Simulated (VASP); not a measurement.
Zr: relaxation of cell and atoms with PBEsol

Zr:

```xyz
3
Lattice="4.8902 0.0000 0.0000 -2.4451 4.2351 0.0000 0.0000 0.0000 3.0699" Properties=species:S:1:pos:R:3 pbc="T T T"
Zr    2.4451    1.4117    1.5350
Zr    0.0000    2.8234    1.5350
Zr    0.0000    0.0000    0.0000
```

This isn't the form of Zr at room conditions, which is hcp.

| Quantity | Value |
| --- | --- |
| Program | VASP 6.6.1 |
| Task | relaxation of cell and atoms |
| Functional | PBEsol |
| Potentials or basis | VASP PAW PBE potentials, release 64 (Zr_sv) |
| Cutoff | 600 eV |
| k mesh | 12 × 12 × 14 |
| Occupations | fermi-dirac, width 0.1 eV |
| Spin | no spin polarisation |
| Target pressure | 5.19 GPa |
| Dipole correction | no |
| Further INCAR settings | ALGO = Fast; EDIFF = 1e-07; IBRION = 2; EDIFFG = -0.002; NSW = 80; ISIF = 3 |

```yaml
Relaxed_volume: 21.21 Å³/atom
Relaxed_cell: a = 4.900 Å, b = 4.900 Å, c = 3.060 Å, α = 90.00°, β = 90.00°, γ = 120.00°
Space_group_after_relaxing_to_0.1_Å: P6/mmm (No. 191)
Energy_change_on_relaxing_the_run_minimises_the_enthalpy: -0.8 meV/atom
Ionic_steps: 5
Pressure_after_relaxing: 5.2 GPa
Band_gap_on_the_k_mesh: zero (bands 18 and 19 overlap by 0.70 eV)
```

Step by step:
```tsv
step	energy change (eV)	largest force (eV/Å)	pressure (GPa)	volume (Å³)
1	0.0000	0.0000	5.30	63.58
2	-0.0049	0.0000	5.05	63.71
3	-0.0043	0.0000	5.08	63.69
4	-0.0005	0.0000	5.31	63.57
5	-0.0025	0.0000	5.19	63.64
```

Final structure:
```
CELL_PARAMETERS angstrom
4.90047 0.00000 0.00000
-2.45024 4.24393 0.00000
0.00000 0.00000 3.05980
ATOMIC_POSITIONS crystal
Zr 0.66667 0.33333 0.50000
Zr 0.33333 0.66667 0.50000
Zr 0.00000 0.00000 0.00000
```

Levels at points of the mesh, in eV from the Fermi level:
```tsv
k point	band 14	band 15	band 16	band 17	band 18	band 19	band 20	band 21	band 22
(0.00, 0.00, 0.00)	-2.62	-0.43	-0.43	-0.38	-0.38	-0.16	0.89	1.76	1.76
(0.50, 0.00, 0.00)	-3.07	-3.06	-0.71	-0.69	-0.53	-0.02	0.77	1.18	2.01
(0.00, 0.00, 0.50)	-2.80	-2.06	-2.06	-2.04	-1.23	1.28	1.28	1.86	1.86
(0.50, 0.00, 0.50)	-2.43	-2.15	-1.66	-0.85	-0.42	0.27	1.02	1.56	1.63
```

Wall time 11 min on 1 thread of AMD EPYC 9R45 96-Core Processor (Zen 5), on a shared host, peak memory 0.33 GiB.

Caveat: the cell is relaxed towards a set pressure, so the run minimises the enthalpy, not the energy; the PAW data sets were made with another functional, which shifts forces and pressure a little.
